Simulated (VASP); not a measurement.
# C in VASP: a series of runs, part 2 of 2

VASP 6.6.1. The steps go on from the part before.

### Step 4. Single point, r2SCAN

POSCAR

```
C
1.0
    2.4652993330      0.0000000000      0.0000000000
   -1.2326496665      2.1350118504      0.0000000000
    0.0000000000      0.0000000000     32.7441727485
C
4
Direct
    0.0000000000      0.0000000000      0.4480190938
    0.6666666667      0.3333333333      0.4480059746
    0.0000000000      0.0000000000      0.5519809062
    0.3333333333      0.6666666667      0.5519940254
```

INCAR.step1

```
SYSTEM = C
PREC = Accurate
ENCUT = 580
ISMEAR = 0
SIGMA = 0.1
LREAL = .False.
LASPH = .True.
NELM = 120
LDIPOL = .True.
IDIPOL = 3
DIPOL = 0.5 0.5 0.500
NBANDS = 16
GGA = PE
ALGO = Normal
EDIFF = 1E-5
LWAVE = .True.
LCHARG = .False.
GGA_COMPAT = .False.
NELMDL = -8
```

INCAR.step2

```
SYSTEM = C
PREC = Accurate
ENCUT = 580
EDIFF = 1E-6
ISMEAR = 0
SIGMA = 0.1
LREAL = .False.
LASPH = .True.
NELM = 120
ALGO = Normal
ISIF = 2
LWAVE = .False.
LCHARG = .False.
LDIPOL = .True.
IDIPOL = 3
DIPOL = 0.5 0.5 0.500
METAGGA = R2SCAN
LMIXTAU = .True.
NBANDS = 16
ISTART = 1
GGA_COMPAT = .False.
```

KPOINTS

```
Automatic mesh
0
Gamma
  21 21 1
  0 0 0
```

Potentials or basis: VASP PAW PBE potentials, release 64 (C).

Command:

```sh
> cat potpaw_PBE.64/C/POTCAR > POTCAR
> cp INCAR.step1 INCAR
> mpirun -np 1 vasp_std > vasp.out
> cp INCAR.step2 INCAR
> mpirun -np 1 vasp_std > vasp.out
```

OUTCAR:

```text
SYSTEM = C
   PREC = Accurate
   ENCUT = 580
   EDIFF = 1E-6
   ISMEAR = 0
   LREAL = .False.
   LASPH = .True.
   NELM = 120
   ISIF = 2
   METAGGA = R2SCAN
   ISTART = 1

 ion  position               nearest neighbor table
   1  0.000  0.000  0.448-   2 1.42   2 1.42   2 1.42
   2  0.667  0.333  0.448-   1 1.42   1 1.42   1 1.42
   3  0.000  0.000  0.552-   4 1.42   4 1.42   4 1.42
   4  0.333  0.667  0.552-   3 1.42   3 1.42   3 1.42

  LATTYP: Found a hexagonal cell.
 ALAT       =     2.4652993330
 C/A-ratio  =    13.2820271803

  Lattice vectors:

 A1 = (   2.4652993330,   0.0000000000,   0.0000000000)
 A2 = (  -1.2326496665,   2.1350118504,   0.0000000000)
 A3 = (   0.0000000000,   0.0000000000,  32.7441727485)

Analysis of symmetry for initial positions (statically):
=====================================================================
 Subroutine PRICEL returns:
 Original cell was already a primitive cell.

 Routine SETGRP: Setting up the symmetry group for a
 hexagonal supercell.

 Subroutine GETGRP returns: Found 12 space group operations
 (whereof 12 operations were pure point group operations)
 out of a pool of 24 trial point group operations.

The static configuration has the point symmetry D_3d.

Analysis of symmetry for dynamics (positions and initial velocities):
=====================================================================
 Subroutine PRICEL returns:
 Original cell was already a primitive cell.

 Routine SETGRP: Setting up the symmetry group for a
 hexagonal supercell.

 Subroutine GETGRP returns: Found 12 space group operations
 (whereof 12 operations were pure point group operations)
 out of a pool of 24 trial point group operations.

The dynamic configuration has the point symmetry D_3d.

 Subroutine INISYM returns: Found 12 space group operations
 (whereof 12 operations are pure point group operations),
 and found     1 'primitive' translations

[... 123 lines left out ...]
   METAGGA = R2SCAN    functional components
   LHFCALC =     F    Hartree Fock is set to
   AEXX    =    0.0000 exact exchange contribution
   IVDW    =     0    specifies the selected vdW correction
   LEPSILON=     F    determine dielectric tensor
   LRPA    =     F    only Hartree local field effects (RPA)
 non-spin polarized calculation
 Gauss-broadening in eV      SIGMA  =   0.10
  energy-cutoff  :      580.00
  volume of cell :      172.35
 maximum number of plane-waves:      5541
 NGX is ok and might be reduce to    20
   NGX =  9   NGY =  9   NGZ =129

 number of electron      16.0000000 magnetization

 dipolmoment           0.000000      0.000000      0.000000 electrons x Angstroem

 Free energy of the ion-electron system (eV)
  ---------------------------------------------------
  ext. energy  EPLUGINS =         0.00000000
  ---------------------------------------------------
  free energy    TOTEN  =       -39.72475691 eV

  energy without entropy =      -39.72424515  energy(sigma->0) =      -39.72450103

 E-fermi :  -2.4959     XC(G=0):  -2.4648

 val. band max:       -2.4958652336   @ k =   0.3333   0.3333   0.0000
 cond. band min:      -2.1527870740   @ k =   0.3333   0.3333   0.0000
 fundamental gap:      0.3430781596
 Fermi energy:        -2.4958648634

 k-point     1 :       0.0000    0.0000    0.0000
  band No.  band energies     occupation
      1     -23.3134      2.00000
      2     -23.1804      2.00000
      3     -10.9974      2.00000
      4     -10.0661      2.00000
      5      -5.7161      2.00000
      6      -5.7161      2.00000
[... 433 lines left out ...]
      3     -10.1626      2.00000
      4     -10.1264      2.00000
      5      -9.1200      2.00000
      6      -8.3483      2.00000
[... 8 lines left out ...]
     15       5.2331      0.00000
     16       5.3780      0.00000

 [... further k-points ...]

------------------------ aborting loop because EDIFF is reached ----------------------------------------

 vacuum level on the upper side and lower side of the slab       (xc-potential included)        -0.001        -0.001

  FORCE on cell =-STRESS in cart. coord.  units (eV):
  Direction    XX          YY          ZZ          XY          YZ          ZX
  --------------------------------------------------------------------------------------
  -------------------------------------------------------------------------------------
  Total       -0.9467556     -0.9467556      0.0285196      0.0000000      0.0000000     -0.0000000
  in kB       -8.8012532     -8.8012532      0.2651243      0.0000000      0.0000000     -0.0000000
  external PRESSURE =      -5.7791274 kB  Pullay stress =       0.0000000 kB

 VOLUME and BASIS-vectors are now :
 -----------------------------------------------------------------------------
  energy-cutoff  :      580.00
  volume of cell :      172.35
      direct lattice vectors                 reciprocal lattice vectors
     2.465299333  0.000000000  0.000000000     0.405630256  0.234190738  0.000000000
    -1.232649666  2.135011850  0.000000000     0.000000000  0.468381475  0.000000000
     0.000000000  0.000000000 32.744172748     0.000000000  0.000000000  0.030539785

 POSITION                                       TOTAL-FORCE (eV/Angst)
 -----------------------------------------------------------------------------------
      0.00000      0.00000     14.67001        -0.000000      0.000000     -0.019084
      1.23265      0.71167     14.66959         0.000000      0.000000     -0.011864
      0.00000      0.00000     18.07416         0.000000     -0.000000      0.019084
     -0.00000      1.42334     18.07459        -0.000000     -0.000000      0.011864
 -----------------------------------------------------------------------------------
    total drift:                               -0.000000      0.000000      0.000000

  FREE ENERGIE OF THE ION-ELECTRON SYSTEM (eV)
  ---------------------------------------------------
  free  energy   TOTEN  =       -39.7247569074 eV

  energy  without entropy=      -39.7242451546  energy(sigma->0) =      -39.72450103

 vacuum level on the upper side and lower side of the slab         1.841         1.841
```

OSZICAR.step1:

```text
N       E                     dE             d eps       ncg     rms          rms(c)
DAV:   1     0.132605171921E+03    0.13261E+03   -0.63297E+03  1552   0.817E+02
DAV:   2    -0.227941715051E+02   -0.15540E+03   -0.13287E+03  2488   0.171E+02
DAV:   3    -0.389678666989E+02   -0.16174E+02   -0.16016E+02  1968   0.669E+01
[... 13 lines left out ...]
DAV:  17    -0.368860365018E+02   -0.31191E-03   -0.11079E-05  1736   0.184E-02    0.542E-03
DAV:  18    -0.368863295086E+02   -0.29301E-03   -0.17503E-05  1792   0.151E-02    0.288E-03
DAV:  19    -0.368863890753E+02   -0.59567E-04   -0.21577E-06  1552   0.584E-03    0.247E-03
DAV:  20    -0.368864120955E+02   -0.23020E-04   -0.10048E-06  1440   0.395E-03    0.117E-03
DAV:  21    -0.368864206753E+02   -0.85798E-05   -0.27764E-07  1512   0.188E-03
   1 F= -.36886421E+02 E0= -.36886165E+02  d E =-.511777E-03
```

It took 7.9 min on 1 thread of Intel Xeon 6975P-C (Granite Rapids), shared host; peak memory 0.4 GiB.

Results:

- Free energy: -39.7248 eV
- Largest force: 0.019 eV/Å
- Band gap on the k mesh: zero (filled and empty bands touch)

Forces on the atoms (eV/Å):
```
C    0.000  0.000 -0.019
C    0.000  0.000 -0.012
C    0.000  0.000  0.019
C    0.000  0.000  0.012
```

Levels at points of the mesh, in eV from the Fermi level:
| k point | band 6 | band 7 | band 8 | band 9 | band 10 | band 11 |
| --- | --- | --- | --- | --- | --- | --- |
| (0.00, 0.00, 0.00) | -3.22 | -3.21 | -3.21 | 3.81 | 4.17 | 4.41 |

Caveat: the PAW data sets were made with another functional, which shifts forces and pressure a little.

### Step 5. Single point, r2SCAN

POSCAR is that of step 4.

INCAR.step1

```
  PREC = Accurate
  ENCUT = 580
  ISMEAR = 0
  SIGMA = 0.1
  LREAL = False
  LASPH = True
  NELM = 120
  LDIPOL = True
  IDIPOL = 3
  DIPOL = 0.5 0.5 0.500
  NBANDS = 16
  GGA = PE
  ALGO = Normal
  EDIFF = 1E-5
  LWAVE = True
  LCHARG = False
  GGA_COMPAT = False
  NELMDL = -8
```

INCAR.step2

```
  PREC = Accurate
  ENCUT = 580
  EDIFF = 1E-6
  ISMEAR = 0
  SIGMA = 0.1
  LREAL = False
  LASPH = True
  NELM = 120
  ALGO = Normal
  ISIF = 2
  LWAVE = False
  LCHARG = False
  LDIPOL = True
  IDIPOL = 3
  DIPOL = 0.5 0.5 0.500
  METAGGA = R2SCAN
  LMIXTAU = True
  NBANDS = 16
  ISTART = 1
  GGA_COMPAT = False
```

KPOINTS

```
Automatic mesh
0
Gamma
  21 21 1
```

Command:

```sh
> cat potpaw_PBE.64/C/POTCAR > POTCAR
> cp INCAR.step1 INCAR
> mpirun -np 1 vasp_std > vasp.out
> cp INCAR.step2 INCAR
> mpirun -np 1 vasp_std > vasp.out
```

It took 7.2 min on 1 thread of Intel Xeon 6975P-C (Granite Rapids), shared host; peak memory 0.4 GiB.

It converged, with:

```
Free energy            : -39.7248 eV
Largest force          : 0.019 eV/Å
Band gap on the k mesh : zero (filled and empty bands touch)
```

Forces on the atoms (eV/Å):
```
C    0.000  0.000 -0.019
C    0.000  0.000 -0.012
C    0.000  0.000  0.019
C    0.000  0.000  0.012
```

Levels at points of the mesh, in eV from the Fermi level:
```
           k point  band 5  band 6  band 7  band 8  band 9  band 10  band 11  band 12
(0.00, 0.00, 0.00)   -3.22   -3.22   -3.21   -3.21    3.81     4.17     4.41     4.72
```

Caveat: the PAW data sets were made with another functional, which shifts forces and pressure a little.

### Step 6. The runs side by side

| level | cell | k mesh | cutoff (eV) | gap on the mesh (eV) | largest force (eV/Å) |
| --- | --- | --- | --- | --- | --- |
| PBE+D3(BJ) | a = 2.465, b = 2.465, c = 32.744 Å, angles 90.0, 90.0, 120.0°, 4 atoms | 9 × 9 × 1 | 520 | none | 0.02 |
| r2SCAN | a = 2.456, b = 2.456, c = 32.744 Å, angles 90.0, 90.0, 120.0°, 4 atoms | 21 × 21 × 1 | 580 | none | - |
| r2SCAN | a = 2.465, b = 2.465, c = 32.744 Å, angles 90.0, 90.0, 120.0°, 4 atoms | 21 × 21 × 1 | 580 | none | 0.02 |

Alike in all rows: task single point; potentials or basis VASP PAW PBE potentials, release 64 (C); no spin polarisation; smearing gaussian 0.1 eV.

Caveats: the PAW data sets were made with another functional, which shifts forces and pressure a little (some runs).

Absolute energies hang on the potentials; compare differences alone.
